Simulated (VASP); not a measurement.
Wanted: the native input for a VASP 6.6.1 run.

```yaml
Task: single point
Functional: PBE
Potentials_or_basis: VASP PAW PBE potentials, release 64 (Ba_sv, S)
Cutoff: 520 eV
k_mesh: 8 × 8 × 8
Occupations: fermi-dirac, width 0.02 eV
Spin: no spin polarisation
Dipole_correction: no
Further_INCAR_settings: ALGO = Normal; EDIFF = 1e-06; NBANDS = 15
```

The structure of BaS lies in POSCAR:

```
BaS
1.0
    0.0000000000      3.1937500000      3.2895625000
    3.1937500000      0.0000000000      3.2895625000
    3.1937500000      3.1937500000      0.0000000000
Ba S
1 1
Direct
    0.0000000000      0.0000000000      0.0000000000
    0.5000000000      0.5000000000      0.5000000000
```

This cell differs from its parent crystal: zz strain of +3 %.

The input as run:

INCAR

```
SYSTEM = BaS
PREC = Accurate
ENCUT = 520
EDIFF = 1E-6
ISMEAR = -1
SIGMA = 0.02
LREAL = .FALSE.
LASPH = .TRUE.
NELM = 100
ALGO = Normal
ISIF = 2
LWAVE = .FALSE.
LCHARG = .FALSE.
GGA = PE
NBANDS = 15
```

KPOINTS

```
regular mesh
0
G
  8 8 8
  0 0 0
```

Potentials or basis: VASP PAW PBE potentials, release 64 (Ba_sv, S).

The run is started by

```sh
$ cat potpaw_PBE.64/Ba_sv/POTCAR potpaw_PBE.64/S/POTCAR > POTCAR
$ mpirun -np 1 vasp_std > vasp.out
```

It gave:

```
Pressure               : 0.2 GPa
Band gap on the k mesh : 2.12 eV (least direct gap 2.27 eV)
```

Caveat: the cell differs from its parent crystal (zz strain of +3 %); spin-orbit coupling is left out, which moves the levels of the heavy elements.

Run time: 71 s on 1 thread of Intel(R) Xeon(R) Platinum 8175M CPU @ 2.50GHz (Skylake/Cascade Lake), with other jobs on the host, peak memory 0.23 GiB.
